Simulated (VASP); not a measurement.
Runs of VASP 6.6.1 on KF. The structure is that of space group I4/mmm (No. 139), or close to it. The cells are those of the table. 

```csv
cell,gap on the mesh (eV),pressure (GPa)
"a = 3.782, b = 3.782, c = 3.875 Å, angles 59.2, 59.2, 61.6°, 2 atoms",5.97,0.7
"a = 3.688, b = 3.688, c = 3.781 Å, angles 59.2, 59.2, 61.7°, 2 atoms",6.34,3.7
"a = 3.877, b = 3.877, c = 3.970 Å, angles 59.2, 59.2, 61.6°, 2 atoms",5.63,-1.3
"a = 3.786, b = 3.786, c = 3.970 Å, angles 58.4, 58.4, 63.2°, 2 atoms",5.77,0.7
"a = 3.831, b = 3.831, c = 3.686 Å, angles 61.2, 61.2, 57.5°, 2 atoms",(c),(a)
"a = 3.831, b = 3.831, c = 3.970 Å, angles 58.8, 58.8, 62.4°, 2 atoms",5.71,(b)
```

Alike in all rows: task single point; level PBE; potentials or basis VASP PAW PBE potentials, release 64 (K_sv, F); no spin polarisation; k mesh 8 × 8 × 8; cutoff (eV) 520; smearing gaussian 0.05 eV.

Question: Fill in the values left out.

Answer: (a) 1.9; (b) -0.4; (c) 6.10.

Caveats: the cell stands under pressure (at least some runs); the stress differs along the axes, from -1 to 5 GPa (at least some runs).

A k mesh can miss the band edges.
